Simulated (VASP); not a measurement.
Here is a VASP 6.6.1 calculation.

File INCAR:

```
ALGO = Normal
EDIFF = 1E-6
ENCUT = 520
GGA = PE
ISIF = 2
ISMEAR = -1
LASPH = T
LCHARG = F
LREAL = F
LWAVE = F
NBANDS = 13
NELM = 100
PREC = Accurate
SIGMA = 0.06122561905347299
```

File KPOINTS:

```
k-points
0
Gamma
  25 25 25
```

Contents of POSCAR:

```
Ru
1.0
    0.0000000000      1.8799059224      1.8799059224
    1.8799059224      0.0000000000      1.8799059224
    1.8799059224      1.8799059224      0.0000000000
Ru
1
Direct
    0.0000000000      0.0000000000      0.0000000000
```

Potentials or basis: VASP PAW PBE potentials, release 64 (Ru_pv).

Run with:

```sh
$ cat potpaw_PBE.64/Ru_pv/POTCAR > POTCAR
$ mpirun -np 1 vasp_std > vasp.out
```

(1) What does it give for the pressure?

(2) Estimate the band gap on the k mesh.

## Answers

(1) 13.6 GPa.

(2) zero (band 7 reaches 15.46 eV, above the bottom of band 8 at 11.75 eV).
